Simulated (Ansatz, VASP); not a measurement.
MgI2 in VASP and in Ansatz

File INCAR:

```
SYSTEM = MgI2
  PREC = Accurate
  ENCUT = 520
  EDIFF = 1E-6
  ISMEAR = 0
  SIGMA = 0.05
  LREAL = .FALSE.
  LASPH = .TRUE.
  NELM = 100
  ALGO = Normal
  ISIF = 2
  LWAVE = .FALSE.
  LCHARG = .TRUE.
  GGA = CA
  LELF = .TRUE.
  LVHAR = .TRUE.
  NBANDS = 15
```

Contents of KPOINTS:

```
regular mesh
0
G
  6 6 4
  0 0 0
```

The input POSCAR:

```
MgI2
1.0
    4.0036596225      0.0000000000      0.0000000000
   -2.0018298112      3.4672709412      0.0000000000
    0.0000000000      0.0000000000      6.5674753639
Mg I
1 2
Direct
    0.0000000000      0.0000000000      0.0000000000
    0.3333333333      0.6666666667      0.7672995888
    0.6666666667      0.3333333333      0.2327004112
```

Input for Ansatz:

```yaml
crystal:
  lattice:
    - [4.0036596225, 0.0, 0.0]
    - [-2.0018298112, 3.4672709412, 0.0]
    - [0.0, 0.0, 6.5674753639]
  atoms:
    - { symbol: Mg, position: [0.0, 0.0, 0.0] }
    - { symbol: I, position: [0.3333333333, 0.6666666667, 0.7672995888] }
    - { symbol: I, position: [0.6666666667, 0.3333333333, 0.2327004112] }
basis:
  ecutwfc: 520.0
kpoints:
  mp_grid: { grid: [6, 6, 4] }
hamiltonian:
  xc: lda
scf:
  occupations: { method: gaussian, width: 0.05 }
output:
  forces: true
  stress: true
  eigenvalues: true
```

Alike in both runs: task single point; functional LDA; k mesh 6 × 6 × 4; occupations gaussian, width 0.05 eV; no spin polarisation.

|  | VASP | Ansatz |
| --- | --- | --- |
| version | VASP 6.6.1 | Ansatz 0.2.0 |
| potentials or method | VASP PAW LDA potentials, release 64 (Mg, I), cutoff 520 eV | scalar-relativistic, plane waves, PAW |
| valence electrons in the cell | 16 | 44 |

```csv
,VASP,Ansatz,Ansatz less VASP
gap on the k mesh at the Fermi level (eV),3.31,3.33,+0.022
least direct gap on the mesh (eV),3.98,3.96,-0.016
pressure (GPa),4.2,4.3,+0.07
"traceless stress, the component that is largest in VASP (GPa)",0.74,0.71,-0.030
rms of the force components (eV/Å),0.462,0.463,+0.0008
```

LDA's correlation is that of Perdew and Zunger in VASP and of Perdew and Wang (1992) in Ansatz. Atom by atom the forces differ by 0.001 eV/Å (rms over components). VASP's potentials hold 16 valence electrons a cell and Ansatz's 44, so a difference there can come from the potentials and not from the codes.

Neither program's run includes spin-orbit coupling.
